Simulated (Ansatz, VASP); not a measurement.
**One calculation of Zn, two programs**

INCAR

```
SYSTEM = Zn
  PREC = Accurate
  ENCUT = 600
  EDIFF = 1E-6
  ISMEAR = -1
  SIGMA = 0.15
  LREAL = .False.
  LASPH = .True.
  NELM = 60
  ALGO = Normal
  ISIF = 3
  LWAVE = .False.
  LCHARG = .False.
  GGA = PS
  IBRION = 2
  NSW = 80
  EDIFFG = -0.001
```

File KPOINTS:

```
regular mesh
0
Gamma
  18 18 8
  0 0 0
```

Contents of POSCAR:

```
Zn
1.0
    2.5923832030      0.0000000000      0.0000000000
   -1.2961916015      2.2450697101      0.0000000000
    0.0000000000      0.0000000000      4.8981754599
Zn
2
Direct
    0.3333333333      0.6666666667      0.2500000000
    0.6666666667      0.3333333333      0.7500000000
```

Input for Ansatz:

```yaml
crystal:
  lattice:
    - [2.592383203, 0.0, 0.0]
    - [-1.2961916015, 2.2450697101, 0.0]
    - [0.0, 0.0, 4.8981754599]
  atoms:
    - { symbol: Zn, position: [0.3333333333, 0.6666666667, 0.25] }
    - { symbol: Zn, position: [0.6666666667, 0.3333333333, 0.75] }
basis:
  ecutwfc: 420
kpoints:
  mp_grid: { grid: [18, 18, 8] }
hamiltonian:
  xc: pbesol
  pseudopotentials: { kind: paw }
scf:
  occupations: { method: fermi_dirac, width: 0.15 }
output:
  forces: true
  stress: true
  eigenvalues: true
relax:
  adjacent_minimum: "off"
  f_tol: 0.001
  max_steps: 60
  cell: { stress_tol: 0.01 }
```

Alike in both runs: task relaxation of cell and atoms; functional PBEsol; k mesh 18 × 18 × 8; occupations fermi-dirac, width 0.15 eV; no spin polarisation.

|  | VASP | Ansatz |
| --- | --- | --- |
| version | VASP 6.6.1 | Ansatz 0.2.0 |
| potentials or method | VASP PAW PBE potentials, release 64 (Zn), cutoff 600 eV | scalar-relativistic, plane waves, PAW |
| valence electrons in the cell | 24 | 24 |

Ansatz gave:

```
gap on the k mesh at the Fermi level, each at its own relaxed structure (eV) : none
relaxed volume (Å³/atom)                                                     : 14.21
relaxed cell length with the largest relative difference (Å)                 : 2.603
```

Q: What did VASP give for the same quantities?

A: gap on the k mesh at the Fermi level, each at its own relaxed structure (eV): none; relaxed volume (Å³/atom): 14.26; relaxed cell length with the largest relative difference (Å): 2.608.

VASP's potentials were made for PBE, not for PBEsol. A gap of «none» marks a metal or a gap that the smearing closes.
